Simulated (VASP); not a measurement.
# SiC (P6_3mc) in VASP: notebook

Aim: see how the results for SiC move with the level of theory and the settings. Levels: LDA, PBE. Tasks: single point.

Everything below comes from runs of VASP 6.6.1. Logs are shortened: lines on timing, memory, paths and dates and some standing lists are left out, and cuts for length are marked.

**1. The cell of the first run**

It takes space group P6_3mc (No. 186, hexagonal). Conventional cell: a = 3.092 Å, b = 3.092 Å, c = 5.074 Å, α = 90.00°, β = 90.00°, γ = 120.00°. Within 2.5 Å of Si (site symmetry 3m) lie 4 C at 1.89 to 1.91 Å. Within 2.5 Å of C (site symmetry 3m) lie 4 Si at 1.89 to 1.91 Å.

**2. Single point, LDA**

Input file INCAR:

```
PREC     = Accurate       # precision mode
ENCUT    = 520            # plane-wave cutoff, eV
EDIFF    = 1E-6           # SCF threshold, eV
ISMEAR   = 0              # smearing method
SIGMA    = 0.02           # smearing width, eV
LREAL    = False          # projectors in reciprocal space
LASPH    = True           # aspherical terms in the spheres
NELM     = 100            # most SCF steps
ALGO     = Normal         # electronic algorithm
ISIF     = 2              # what is computed and relaxed
LWAVE    = False          # write WAVECAR
LCHARG   = False          # write CHGCAR
ISYM     = 0            
NBANDS   = 16             # bands
```

Input file KPOINTS:

```
regular mesh
0
Gamma
  12 12 6
```

Input file POSCAR:

```
SiC
1.0
    3.0919365181      0.0000000000      0.0000000000
   -1.5459682590      2.6776955715      0.0000000000
    0.0000000000      0.0000000000      5.0742922873
Si C
2 2
Direct
    0.3333333333      0.6666666667      0.4995817071
    0.6666666667      0.3333333333      0.9995817071
    0.3333333333      0.6666666667      0.8754182929
    0.6666666667      0.3333333333      0.3754182929
```

Potentials or basis: VASP PAW LDA potentials, release 64 (Si, C).

Started as:

```sh
cat potpaw_LDA.64/Si/POTCAR potpaw_LDA.64/C/POTCAR > POTCAR
mpirun -np 1 vasp_std > vasp.out
```

OUTCAR:

```text
PREC = Accurate
   ENCUT = 520
   EDIFF = 1E-6
   ISMEAR = 0
   LREAL = False
   LASPH = True
   NELM = 100
   ISIF = 2
   ISYM = 0

 ion  position               nearest neighbor table
   1  0.333  0.667  0.500-   4 1.89   4 1.89   4 1.89   3 1.91   2 3.10   2 3.10   2 3.10   2 3.10
                             2 3.10   2 3.10
   2  0.667  0.333  1.000-   3 1.89   3 1.89   3 1.89   4 1.91   1 3.10   1 3.10   1 3.10   1 3.10
                             1 3.10   1 3.10
   3  0.333  0.667  0.875-   2 1.89   2 1.89   2 1.89   1 1.91
   4  0.667  0.333  0.375-   1 1.89   1 1.89   1 1.89   2 1.91

IMPORTANT INFORMATION: All symmetrisations will be switched off!
NOSYMM: (Re-)initialisation of all symmetry stuff for point group C_1.

----------------------------------------------------------------------------------------

                                     Primitive cell

  volume of cell :      42.0114

  direct lattice vectors                    reciprocal lattice vectors
     3.091936518  0.000000000  0.000000000     0.323421905  0.186727724  0.000000000
    -1.545968259  2.677695572  0.000000000     0.000000000  0.373455448  0.000000000
     0.000000000  0.000000000  5.074292287     0.000000000  0.000000000  0.197071817

  length of vectors
     3.091936518  3.091936518  5.074292287     0.373455448  0.373455448  0.197071817

  position of ions in fractional coordinates (direct lattice)
     0.333333333  0.666666667  0.499581707
     0.666666667  0.333333333  0.999581707
     0.333333333  0.666666667  0.875418293
     0.666666667  0.333333333  0.375418293

  ion indices of the primitive-cell ions
   primitive index   ion index
                 1           1
                 2           2
                 3           3
                 4           4

----------------------------------------------------------------------------------------

 KPOINTS: regular mesh

Automatic generation of k-mesh.
 Grid dimensions read from file:
 generate k-points for:   12   12    6

 Generating k-lattice:

  Cartesian coordinates                     Fractional coordinates (reciprocal lattice)
     0.026951825  0.015560644  0.000000000     0.083333333  0.000000000  0.000000000
     0.000000000  0.031121287  0.000000000     0.000000000  0.083333333  0.000000000
     0.000000000  0.000000000  0.032845303     0.000000000  0.000000000  0.166666667

  Length of vectors
     0.031121287  0.031121287  0.032845303

  Shift w.r.t. Gamma in fractional coordinates (k-lattice)
     0.000000000  0.000000000  0.000000000

 Subroutine IBZKPT returns following result:
 ===========================================

 Found    436 irreducible k-points:

 Following reciprocal coordinates:
            Coordinates               Weight
  0.000000  0.000000  0.000000      1.000000
  0.083333  0.000000  0.000000      2.000000
  0.000000  0.083333  0.000000      2.000000
 -0.083333  0.083333  0.000000      2.000000
  0.166667  0.000000  0.000000      2.000000
  0.000000  0.166667  0.000000      2.000000
[... 16 lines left out ...]
  0.166667  0.083333  0.000000      2.000000
 -0.083333  0.250000  0.000000      2.000000
 [... further k-points ...]
   k-points           NKPTS =    436   k-points in BZ     NKDIM =    436   number of bands    NBANDS=     16
   number of dos      NEDOS =    301   number of ions     NIONS =      4
   total plane-waves  NPLWV =  23040
   dimension x,y,z NGX =    24 NGY =   24 NGZ =   40
   dimension x,y,z NGXF=    48 NGYF=   48 NGZF=   80
   ions per type =               2   2
   NGX,Y,Z   is equivalent  to a cutoff of  12.90, 12.90, 13.10 a.u.
   NGXF,Y,Z  is equivalent  to a cutoff of  25.81, 25.81, 26.21 a.u.
 SYSTEM =  unknown system
   PREC   = accura    normal or accurate (medium, high low for compatibility)
   ISTART =      0    job   : 0-new  1-cont  2-samecut
   ICHARG =      2    charge: 1-file 2-atom 10-const
   ISPIN  =      1    spin polarized calculation?
   LNONCOLLINEAR =      F non collinear calculations
   LSORBIT =      F    spin-orbit coupling
   LASPH  =      T    aspherical Exc in radial PAW
   ENCUT  =  520.0 eV  38.22 Ry    6.18 a.u.   5.75  5.75  9.43*2*pi/ulx,y,z
   NELM   =    100;   NELMIN=  2; NELMDL= -5     # of ELM steps
   EDIFF  = 0.1E-05   stopping-criterion for ELM
   LREAL  =      F    real-space projection
   EDIFFG = 0.1E-04   stopping-criterion for IOM
   NSW    =      0    number of steps for IOM
   IBRION =     -1    ionic relax: 0-MD 1-quasi-New 2-CG
   NFREE  =      0    steps in history (QN), initial steepest desc. (CG)
   ISIF   =      2    stress and relaxation
   ISYM   =      0    0-nonsym 1-usesym 2-fastsym
   POTIM  = 0.5000    time-step for ionic-motion
   TEBEG  =    0.0;   TEEND  =   0.0 temperature during run
   PSTRESS=    0.0 pullay stress
   NELECT =      16.0000    total number of electrons
   NUPDOWN=      -1.0000    fix difference up-down
   EMIN   =  10.00;   EMAX   =-10.00  energy-range for DOS
   EFERMI =   0.00;   METHOD = LEGACY
   ISMEAR =     0;   SIGMA  =   0.02  broadening in eV -4-tet -1-fermi 0-gaus
   EFERMI_NEDOS =   21; number of points for ismear=-14 and -15
   IALGO  =     38    algorithm
   IMIX   =      4    mixing-type and parameters
     AMIX     =   0.40;   BMIX     =  1.00
     AMIX_MAG =   1.60;   BMIX_MAG =  1.00
  volume/ion in A,a.u.               =      10.50        70.88
  Fermi-wavevector in a.u.,A,eV,Ry     =   1.186658  2.242459 19.159157  1.408158
  Thomas-Fermi vector in A             =   2.322826
   LORBIT       =      0    0 simple, 1 ext, 2 COOP (PROOUT), +10 PAW based schemes
   GGA     = CA    functional components
   LHFCALC =     F    Hartree Fock is set to
   AEXX    =    0.0000 exact exchange contribution
   IVDW    =     0    specifies the selected vdW correction
   LEPSILON=     F    determine dielectric tensor
   LRPA    =     F    only Hartree local field effects (RPA)
 non-spin polarized calculation
 Gauss-broadening in eV      SIGMA  =   0.02
  energy-cutoff  :      520.00
  volume of cell :       42.01
 maximum number of plane-waves:      1170
   NGX = 11   NGY = 11   NGZ = 19

 number of electron      16.0000000 magnetization

 Free energy of the ion-electron system (eV)
  ---------------------------------------------------
  ext. energy  EPLUGINS =         0.00000000
  ---------------------------------------------------
  free energy    TOTEN  =       -33.24572350 eV

  energy without entropy =      -33.24572350  energy(sigma->0) =      -33.24572350

 E-fermi :   8.1503     XC(G=0): -11.4852

 val. band max:        8.0345373135   @ k =   0.0000   0.0000   0.0000
 cond. band min:      10.2110645691   @ k =   0.3333   0.3333   0.0000
 fundamental gap:      2.1765272556
 Fermi energy:         8.1502825440

 k-point     1 :       0.0000    0.0000    0.0000
  band No.  band energies     occupation
      1      -7.3219      2.00000
      2      -3.7621      2.00000
      3      -0.5935      2.00000
      4       6.7259      2.00000
      5       6.7259      2.00000
      6       7.9227      2.00000
[... 8 lines left out ...]
     15      16.7739      0.00000
     16      19.0742      0.00000

 k-point     2 :       0.0833    0.0000    0.0000
  band No.  band energies     occupation
      1      -7.2024      2.00000
      2      -3.6594      2.00000
      3      -0.4839      2.00000
      4       6.0463      2.00000
      5       6.5167      2.00000
      6       7.5796      2.00000
[... 8 lines left out ...]
     15      17.0733      0.00000
     16      18.2980      0.00000

 k-point     3 :       0.0000    0.0833    0.0000
  band No.  band energies     occupation
      1      -7.2024      2.00000
      2      -3.6594      2.00000
      3      -0.4839      2.00000
      4       6.0463      2.00000
      5       6.5167      2.00000
      6       7.5796      2.00000
[... 8 lines left out ...]
     15      17.0733      0.00000
     16      18.2980      0.00000

 k-point     4 :      -0.0833    0.0833    0.0000
  band No.  band energies     occupation
      1      -7.2024      2.00000
      2      -3.6594      2.00000
      3      -0.4839      2.00000
      4       6.0463      2.00000
      5       6.5167      2.00000
      6       7.5796      2.00000
[... 8 lines left out ...]
     15      17.0733      0.00000
     16      18.2980      0.00000

 k-point     5 :       0.1667    0.0000    0.0000
  band No.  band energies     occupation
      1      -6.8469      2.00000
      2      -3.3594      2.00000
      3      -0.1645      2.00000
      4       4.5708      2.00000
      5       6.0439      2.00000
      6       6.4804      2.00000
[... 8 lines left out ...]
     15      17.4330      0.00000
     16      17.7451      0.00000

 k-point     6 :       0.0000    0.1667    0.0000
  band No.  band energies     occupation
      1      -6.8469      2.00000
      2      -3.3594      2.00000
      3      -0.1645      2.00000
      4       4.5708      2.00000
      5       6.0439      2.00000
      6       6.4804      2.00000
[... 8 lines left out ...]
     15      17.4330      0.00000
     16      17.7451      0.00000
[... 267 lines left out ...]
 k-point    21 :      -0.0833    0.1667    0.0000
  band No.  band energies     occupation
      1      -6.9649      2.00000
      2      -3.4578      2.00000
      3      -0.2691      2.00000
      4       5.0999      2.00000
      5       5.9596      2.00000
      6       6.9868      2.00000
[... 8 lines left out ...]
     15      17.4449      0.00000
     16      18.1155      0.00000

 k-point    22 :      -0.1667    0.0833    0.0000
  band No.  band energies     occupation
      1      -6.9649      2.00000
      2      -3.4578      2.00000
      3      -0.2691      2.00000
      4       5.0999      2.00000
      5       5.9596      2.00000
      6       6.9868      2.00000
[... 8 lines left out ...]
     15      17.4449      0.00000
     16      18.1155      0.00000

 k-point    23 :       0.1667    0.0833    0.0000
  band No.  band energies     occupation
      1      -6.4963      2.00000
      2      -3.0746      2.00000
      3       0.1369      2.00000
      4       3.6993      2.00000
      5       5.1226      2.00000
      6       6.0159      2.00000
[... 8 lines left out ...]
     15      17.4216      0.00000
     16      18.4346      0.00000

 k-point    24 :      -0.0833    0.2500    0.0000
  band No.  band energies     occupation
      1      -6.4963      2.00000
      2      -3.0746      2.00000
      3       0.1369      2.00000
      4       3.6993      2.00000
      5       5.1226      2.00000
      6       6.0159      2.00000
[... 8 lines left out ...]
     15      17.4216      0.00000
     16      18.4346      0.00000

 [... further k-points ...]
[... 5 lines left out ...]
  --------------------------------------------------------------------------------------
  -------------------------------------------------------------------------------------
  Total       -1.8783120     -1.8783127     -1.8312024     -0.0000001     -0.0000004     -0.0000004
  in kB      -71.6326573    -71.6326841    -69.8360506     -0.0000022     -0.0000154     -0.0000156
  external PRESSURE =     -71.0337973 kB  Pullay stress =       0.0000000 kB

 VOLUME and BASIS-vectors are now :
 -----------------------------------------------------------------------------
  energy-cutoff  :      520.00
  volume of cell :       42.01
      direct lattice vectors                 reciprocal lattice vectors
     3.091936518  0.000000000  0.000000000     0.323421905  0.186727724  0.000000000
    -1.545968259  2.677695572  0.000000000     0.000000000  0.373455448  0.000000000
     0.000000000  0.000000000  5.074292287     0.000000000  0.000000000  0.197071817

 POSITION                                       TOTAL-FORCE (eV/Angst)
 -----------------------------------------------------------------------------------
     -0.00000      1.78513      2.53502        -0.000000     -0.000000     -0.003129
      1.54597      0.89257      5.07217         0.000000      0.000000     -0.003126
     -0.00000      1.78513      4.44213        -0.000000      0.000000      0.003130
      1.54597      0.89257      1.90498         0.000000     -0.000000      0.003124
 -----------------------------------------------------------------------------------
    total drift:                                0.000000      0.000000      0.000576

  FREE ENERGIE OF THE ION-ELECTRON SYSTEM (eV)
  ---------------------------------------------------
  free  energy   TOTEN  =       -33.2457235025 eV

  energy  without entropy=      -33.2457235025  energy(sigma->0) =      -33.24572350
```

Run time: 6.8 min. Hardware: 1 thread of AMD EPYC 7R13, shared host; peak memory 0.3 GiB.

What came out:

```yaml
Free_energy: -33.2457 eV
Pressure: -7.1 GPa
Largest_force: 0.003 eV/Å
Band_gap_on_the_k_mesh: 2.18 eV, indirect (least direct gap 3.84 eV)
```

Forces on the atoms (eV/Å):
```
Si   0.000  0.000 -0.003
Si   0.000  0.000 -0.003
C    0.000  0.000  0.003
C    0.000  0.000  0.003
```

Stress tensor (GPa, compression positive):
```
-7.16  0.00  0.00
 0.00 -7.16  0.00
 0.00  0.00 -6.98
```

A k mesh can miss the band edges. A hybrid or GW would open this gap; LDA tends to underestimate it.

(Part 1 of 2 ends here.)
